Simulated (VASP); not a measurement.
# TaN in VASP: a series of runs

TaN is run at these levels: LDA+U; tasks: single point.

All numbers are computed with VASP 6.6.1; they aren't measurements. Logs are shortened: lines on timing, memory, paths and dates and some standing lists are left out, and cuts for length are marked.

### 1 The cell of the first run

The typed cell holds 4 atoms: a = 4.198 Å, b = 4.198 Å, c = 3.308 Å, α = 90.00°, β = 90.00°, γ = 90.00°.

### 2 Single point, LDA+U

File INCAR:

```
ALGO     = Normal         # electronic algorithm
EDIFF    = 1E-6           # SCF threshold, eV
ENCUT    = 700            # plane-wave cutoff, eV
GGA      = CA             # functional
GGA_COMPAT= F            
ISIF     = 2              # what is computed and relaxed
ISMEAR   = -1             # smearing method
LASPH    = T              # aspherical terms in the spheres
LCHARG   = F              # write CHGCAR
LDAU     = T              # DFT+U
LDAUJ    = 0 0          
LDAUL    = 2 -1           # shell
LDAUPRINT= 1            
LDAUTYPE = 2            
LDAUU    = 8 0            # U, eV
LMAXMIX  = 4              # l up to which the mixer works
LREAL    = F              # projectors in reciprocal space
LWAVE    = F              # write WAVECAR
NBANDS   = 26             # bands
NELM     = 200            # most SCF steps
PREC     = Accurate       # precision mode
SIGMA    = 0.05           # smearing width, eV
```

File KPOINTS:

```
k-points
0
Gamma
  8 8 6
```

File POSCAR:

```
TaN
1.0
    4.1982076982      0.0000000000      0.0000000000
    0.0000000000      4.1982076982      0.0000000000
    0.0000000000      0.0000000000      3.3081971862
Ta N
2 2
Direct
    0.0000000000      0.0000000000      0.0000000000
    0.5000000000      0.5000000000      0.0000000000
    0.5000000000      0.0000000000      0.0000362350
    0.0000000000      0.5000000000      0.9999637650
```

Potentials or basis: VASP PAW LDA potentials, release 64 (Ta_sv_GW, N).

Command:

```sh
> cat potpaw_LDA.64/Ta_sv_GW/POTCAR potpaw_LDA.64/N/POTCAR > POTCAR
> mpirun -np 1 vasp_std > vasp.out
```

OUTCAR:

```text
EDIFF = 1E-6
   ENCUT = 700
   GGA = CA
   ISIF = 2
   ISMEAR = -1
   LASPH = T
   LREAL = F
   NELM = 200
   PREC = Accurate

 ion  position               nearest neighbor table
   1  0.000  0.000  0.000-   3 2.10   4 2.10   4 2.10   3 2.10   2 2.97   2 2.97   2 2.97   2 2.97

   2  0.500  0.500  0.000-   3 2.10   4 2.10   3 2.10   4 2.10   1 2.97   1 2.97   1 2.97   1 2.97

   3  0.500  0.000  0.000-   1 2.10   2 2.10   2 2.10   1 2.10
   4  0.000  0.500  1.000-   1 2.10   2 2.10   1 2.10   2 2.10

  LATTYP: Found a simple tetragonal cell.
 ALAT       =     4.1982076982
 C/A-ratio  =     0.7880022676

  Lattice vectors:

 A1 = (   4.1982076982,   0.0000000000,   0.0000000000)
 A2 = (   0.0000000000,   4.1982076982,   0.0000000000)
 A3 = (   0.0000000000,   0.0000000000,   3.3081971862)

Analysis of symmetry for initial positions (statically):
=====================================================================
 Subroutine PRICEL returns:
 Original cell was already a primitive cell.

 Routine SETGRP: Setting up the symmetry group for a
 simple tetragonal supercell.

 Subroutine GETGRP returns: Found 16 space group operations
 (whereof  8 operations were pure point group operations)
 out of a pool of 16 trial point group operations.

The static configuration has the point symmetry D_2d.
 The point group associated with its full space group is D_4h.

Analysis of symmetry for dynamics (positions and initial velocities):
=====================================================================
 Subroutine PRICEL returns:
 Original cell was already a primitive cell.

 Routine SETGRP: Setting up the symmetry group for a
 simple tetragonal supercell.

 Subroutine GETGRP returns: Found 16 space group operations
 (whereof  8 operations were pure point group operations)
 out of a pool of 16 trial point group operations.

The dynamic configuration has the point symmetry D_2d.
 The point group associated with its full space group is D_4h.

 Subroutine INISYM returns: Found 16 space group operations
 (whereof  8 operations are pure point group operations),
 and found     1 'primitive' translations

----------------------------------------------------------------------------------------

                                     Primitive cell

  volume of cell :      58.3068

  direct lattice vectors                    reciprocal lattice vectors
     4.198207698  0.000000000  0.000000000     0.238196886  0.000000000  0.000000000
     0.000000000  4.198207698  0.000000000     0.000000000  0.238196886  0.000000000
     0.000000000  0.000000000  3.308197186     0.000000000  0.000000000  0.302279442

  length of vectors
     4.198207698  4.198207698  3.308197186     0.238196886  0.238196886  0.302279442

  position of ions in fractional coordinates (direct lattice)
     0.000000000  0.000000000  0.000000000
     0.500000000  0.500000000  0.000000000
     0.500000000  0.000000000  0.000036235
     0.000000000  0.500000000  0.999963765

  ion indices of the primitive-cell ions
   primitive index   ion index
                 1           1
                 2           2
                 3           3
                 4           4

----------------------------------------------------------------------------------------

 KPOINTS: k-points

Automatic generation of k-mesh.
 Grid dimensions read from file:
 generate k-points for:    8    8    6

 Generating k-lattice:

[... 87 lines left out ...]
   angular momentum for each species LDAUL =     2   -1
   U (eV)           for each species LDAUU =   8.0  0.0
   J (eV)           for each species LDAUJ =   0.0  0.0
   GGA     = CA    functional components
   LHFCALC =     F    Hartree Fock is set to
   AEXX    =    0.0000 exact exchange contribution
   IVDW    =     0    specifies the selected vdW correction
   LEPSILON=     F    determine dielectric tensor
   LRPA    =     F    only Hartree local field effects (RPA)
 non-spin polarized calculation
  energy-cutoff  :      700.00
  volume of cell :       58.31
 maximum number of plane-waves:      2480
   NGX = 19   NGY = 19   NGZ = 15

atom =   1  type =  1  l = 2

 onsite density matrix

spin component  1

  0.2038 -0.0000  0.0000  0.0000 -0.0000
 -0.0000  0.1151 -0.0000  0.0000 -0.0000
  0.0000 -0.0000  0.3041 -0.0000 -0.0000
  0.0000  0.0000 -0.0000  0.1151 -0.0000
 -0.0000 -0.0000 -0.0000 -0.0000  0.2392

spin component  2

  0.2038 -0.0000  0.0000  0.0000 -0.0000
 -0.0000  0.1151 -0.0000  0.0000 -0.0000
  0.0000 -0.0000  0.3041 -0.0000 -0.0000
  0.0000  0.0000 -0.0000  0.1151 -0.0000
 -0.0000 -0.0000 -0.0000 -0.0000  0.2392

 occupancies and eigenvectors

  o =  0.1151  v =  0.0000 -0.5263 -0.0000  0.8503  0.0000  0.0000  0.0000  0.0000  0.0000  0.0000      0.0000  0.0000  0.0000  0.0000  0.0000  0.0000  0.0000  0.0000  0.0000  0.0000
  o =  0.1151  v =  0.0000  0.0000  0.0000  0.0000  0.0000  0.0000 -0.5263 -0.0000  0.8503  0.0000      0.0000  0.0000  0.0000  0.0000  0.0000  0.0000  0.0000  0.0000  0.0000  0.0000
  o =  0.1151  v =  0.0000  0.8503 -0.0000  0.5263 -0.0000  0.0000  0.0000  0.0000  0.0000  0.0000      0.0000  0.0000  0.0000  0.0000  0.0000  0.0000  0.0000  0.0000  0.0000  0.0000
  o =  0.1151  v =  0.0000  0.0000  0.0000  0.0000  0.0000  0.0000  0.8503 -0.0000  0.5263 -0.0000      0.0000  0.0000  0.0000  0.0000  0.0000  0.0000  0.0000  0.0000  0.0000  0.0000
  o =  0.2038  v =  1.0000  0.0000  0.0000  0.0000  0.0000  0.0000  0.0000  0.0000  0.0000  0.0000      0.0000  0.0000  0.0000  0.0000  0.0000  0.0000  0.0000  0.0000  0.0000  0.0000
  o =  0.2038  v =  0.0000  0.0000  0.0000  0.0000  0.0000  1.0000  0.0000  0.0000  0.0000  0.0000      0.0000  0.0000  0.0000  0.0000  0.0000  0.0000  0.0000  0.0000  0.0000  0.0000
  o =  0.2392  v =  0.0000  0.0000  0.0000  0.0000  0.0000  0.0000  0.0000  0.0000 -0.0000 -1.0000      0.0000  0.0000  0.0000  0.0000  0.0000  0.0000  0.0000  0.0000  0.0000  0.0000
  o =  0.2392  v =  0.0000  0.0000  0.0000 -0.0000 -1.0000  0.0000  0.0000  0.0000  0.0000  0.0000      0.0000  0.0000  0.0000  0.0000  0.0000  0.0000  0.0000  0.0000  0.0000  0.0000
  o =  0.3041  v =  0.0000  0.0000  1.0000  0.0000 -0.0000  0.0000  0.0000  0.0000  0.0000  0.0000      0.0000  0.0000  0.0000  0.0000  0.0000  0.0000  0.0000  0.0000  0.0000  0.0000
  o =  0.3041  v =  0.0000  0.0000  0.0000  0.0000  0.0000  0.0000  0.0000  1.0000  0.0000 -0.0000      0.0000  0.0000  0.0000  0.0000  0.0000  0.0000  0.0000  0.0000  0.0000  0.0000

atom =   2  type =  1  l = 2

 onsite density matrix

spin component  1

  0.2038  0.0000  0.0000  0.0000 -0.0000
  0.0000  0.1151  0.0000  0.0000 -0.0000
  0.0000  0.0000  0.3041 -0.0000  0.0000
  0.0000  0.0000 -0.0000  0.1151 -0.0000
 -0.0000 -0.0000  0.0000 -0.0000  0.2392

spin component  2

  0.2038  0.0000  0.0000  0.0000 -0.0000
  0.0000  0.1151  0.0000  0.0000 -0.0000
  0.0000  0.0000  0.3041 -0.0000  0.0000
  0.0000  0.0000 -0.0000  0.1151 -0.0000
 -0.0000 -0.0000  0.0000 -0.0000  0.2392

 occupancies and eigenvectors

  o =  0.1151  v =  0.0000  0.2840 -0.0000 -0.9588  0.0000  0.0000  0.0000  0.0000  0.0000  0.0000      0.0000  0.0000  0.0000  0.0000  0.0000  0.0000  0.0000  0.0000  0.0000  0.0000
  o =  0.1151  v =  0.0000  0.0000  0.0000  0.0000  0.0000  0.0000  0.2840 -0.0000 -0.9588  0.0000      0.0000  0.0000  0.0000  0.0000  0.0000  0.0000  0.0000  0.0000  0.0000  0.0000
  o =  0.1151  v =  0.0000  0.9588 -0.0000  0.2840  0.0000  0.0000  0.0000  0.0000  0.0000  0.0000      0.0000  0.0000  0.0000  0.0000  0.0000  0.0000  0.0000  0.0000  0.0000  0.0000
  o =  0.1151  v =  0.0000  0.0000  0.0000  0.0000  0.0000  0.0000  0.9588 -0.0000  0.2840  0.0000      0.0000  0.0000  0.0000  0.0000  0.0000  0.0000  0.0000  0.0000  0.0000  0.0000
  o =  0.2038  v =  1.0000  0.0000  0.0000  0.0000  0.0000  0.0000  0.0000  0.0000  0.0000  0.0000      0.0000  0.0000  0.0000  0.0000  0.0000  0.0000  0.0000  0.0000  0.0000  0.0000
  o =  0.2038  v =  0.0000  0.0000  0.0000  0.0000  0.0000  1.0000  0.0000  0.0000  0.0000  0.0000      0.0000  0.0000  0.0000  0.0000  0.0000  0.0000  0.0000  0.0000  0.0000  0.0000
  o =  0.2392  v =  0.0000  0.0000  0.0000  0.0000  0.0000  0.0000  0.0000  0.0000 -0.0000 -1.0000      0.0000  0.0000  0.0000  0.0000  0.0000  0.0000  0.0000  0.0000  0.0000  0.0000
  o =  0.2392  v =  0.0000  0.0000  0.0000 -0.0000 -1.0000  0.0000  0.0000  0.0000  0.0000  0.0000      0.0000  0.0000  0.0000  0.0000  0.0000  0.0000  0.0000  0.0000  0.0000  0.0000
  o =  0.3041  v =  0.0000  0.0000  0.0000  0.0000  0.0000  0.0000  0.0000  1.0000  0.0000  0.0000      0.0000  0.0000  0.0000  0.0000  0.0000  0.0000  0.0000  0.0000  0.0000  0.0000
  o =  0.3041  v =  0.0000  0.0000  1.0000  0.0000  0.0000  0.0000  0.0000  0.0000  0.0000  0.0000      0.0000  0.0000  0.0000  0.0000  0.0000  0.0000  0.0000  0.0000  0.0000  0.0000

 number of electron      36.0000002 magnetization

 Free energy of the ion-electron system (eV)
  ---------------------------------------------------
  ext. energy  EPLUGINS =         0.00000000
  ---------------------------------------------------
  free energy    TOTEN  =       -38.56683736 eV

  energy without entropy =      -38.55219395  energy(sigma->0) =      -38.55951566

 E-fermi :   8.8480     XC(G=0): -12.0752

 val. band max:        8.8431776641   @ k =   0.5000   0.1250   0.3333
 cond. band min:       8.9227531450   @ k =   0.5000   0.1250   0.5000
 fundamental gap:      0.0795754810
 Fermi energy:         8.8479750000

 k-point     1 :       0.0000    0.0000    0.0000
  band No.  band energies     occupation
      1     -61.4112      2.00000
      2     -61.3434      2.00000
      3     -28.3938      2.00000
      4     -28.3938      2.00000
      5     -27.8542      2.00000
      6     -27.8542      2.00000
[... 685 lines left out ...]
     25      14.6174      0.00000
     26      14.6174      0.00000

 [... further k-points ...]
[... 5 lines left out ...]
  --------------------------------------------------------------------------------------
  -------------------------------------------------------------------------------------
  Total        3.0729636      3.0729636     -4.6073283      0.0000000      0.0000000      0.0000000
  in kB       84.4401051     84.4401051   -126.6019850      0.0000000      0.0000000      0.0000000
  external PRESSURE =      14.0927418 kB  Pullay stress =       0.0000000 kB

 VOLUME and BASIS-vectors are now :
 -----------------------------------------------------------------------------
  energy-cutoff  :      700.00
  volume of cell :       58.31
      direct lattice vectors                 reciprocal lattice vectors
     4.198207698  0.000000000  0.000000000     0.238196886  0.000000000  0.000000000
     0.000000000  4.198207698  0.000000000     0.000000000  0.238196886  0.000000000
     0.000000000  0.000000000  3.308197186     0.000000000  0.000000000  0.302279442

 POSITION                                       TOTAL-FORCE (eV/Angst)
 -----------------------------------------------------------------------------------
      0.00000      0.00000      0.00000         0.000000      0.000000     -0.000000
      2.09910      2.09910      0.00000        -0.000000     -0.000000     -0.000000
      2.09910      0.00000      0.00012        -0.000000      0.000000     -0.000440
      0.00000      2.09910      3.30808         0.000000     -0.000000      0.000440
 -----------------------------------------------------------------------------------
    total drift:                                0.000000      0.000000     -0.000000

  FREE ENERGIE OF THE ION-ELECTRON SYSTEM (eV)
  ---------------------------------------------------
  free  energy   TOTEN  =       -38.5668373595 eV

  energy  without entropy=      -38.5521939517  energy(sigma->0) =      -38.55951566
```

It took 65 s on 1 thread of Intel Xeon 6975P-C (Granite Rapids), shared host; peak memory 0.25 GiB.

Results:

- Free energy: -38.5668 eV
- Pressure: 1.4 GPa
- Band gap on the k mesh: zero (bands 18 and 19 overlap by 3.09 eV)

Levels at points of the mesh, in eV from the Fermi level:
```csv
k point,band 15,band 16,band 17,band 18,band 19,band 20,band 21,band 22
"(0.00, 0.00, 0.00)",-3.03,-3.03,-2.99,-2.17,-1.51,1.10,1.10,2.76
"(0.50, 0.00, 0.00)",-3.39,-3.39,-2.88,-2.88,2.19,2.19,2.29,2.29
"(0.50, 0.50, 0.00)",-4.03,-4.03,-2.61,-2.61,3.66,3.66,3.97,3.97
"(0.00, 0.00, 0.50)",-2.88,-2.88,-2.85,-1.67,-1.67,2.29,2.29,2.87
"(0.50, 0.00, 0.50)",-4.63,-4.63,-0.13,-0.13,2.41,2.41,2.64,2.64
"(0.50, 0.50, 0.50)",-6.27,-6.27,1.40,1.40,3.07,3.07,3.48,3.48
```

Eigenvalues of the final occupation matrices:
```tsv
site	spin	trace	eigenvalues
site 1 d	1	0.98	0.12 0.12 0.20 0.24 0.30
site 1 d	2	0.98	0.12 0.12 0.20 0.24 0.30
site 2 d	1	0.98	0.12 0.12 0.20 0.24 0.30
site 2 d	2	0.98	0.12 0.12 0.20 0.24 0.30
```

Caveat: the stress differs along the axes, from -13 to 8 GPa; spin-orbit coupling is left out, which moves the levels of the heavy elements; U without spin polarisation on a metal has little footing.

[end of part 1 of 2]

The gap in the log of VASP goes by the Fermi energy; the results here count the filled bands.